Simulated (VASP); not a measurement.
A run of VASP 6.6.1 is set up as follows.

INCAR

```
SYSTEM = AlCo
PREC = Accurate
ENCUT = 520
EDIFF = 1E-7
ISMEAR = 0
SIGMA = 0.15
LREAL = .False.
LASPH = .True.
NELM = 100
ALGO = Normal
ISIF = 2
LWAVE = .False.
LCHARG = .False.
GGA = PS
NBANDS = 13
```

File KPOINTS:

```
regular mesh
0
Gamma
  16 16 16
  0 0 0
```

Contents of POSCAR:

```
AlCo
1.0
    2.8194032100      0.0000000000      0.0000000000
    0.0000000000      2.8194032100      0.0000000000
    0.0000000000      0.0000000000      2.8194032100
Al Co
1 1
Direct
    0.0000000000      0.0000000000      0.0000000000
    0.5000000000      0.5000000000      0.4645315010
```

Potentials or basis: VASP PAW PBE potentials, release 64 (Al, Co).

Command:

```sh
$ cat potpaw_PBE.64/Al/POTCAR potpaw_PBE.64/Co/POTCAR > POTCAR
$ mpirun -np 1 vasp_std > vasp.out
```

(1) What does it give for the pressure?

(2) Predict the largest force.

(3) What does it give for the band gap on the k mesh?

## Answers

(1) 1.6 GPa.

(2) 0.801 eV/Å.

(3) zero (band 6 reaches 13.23 eV, above the bottom of band 7 at 10.61 eV).

Caveat: the cell differs from its parent crystal (atom 2 (Co) moved by (+0.000, -0.100) A along [1 1 0] and z); the PAW data sets were made with another functional, which shifts forces and pressure a little.
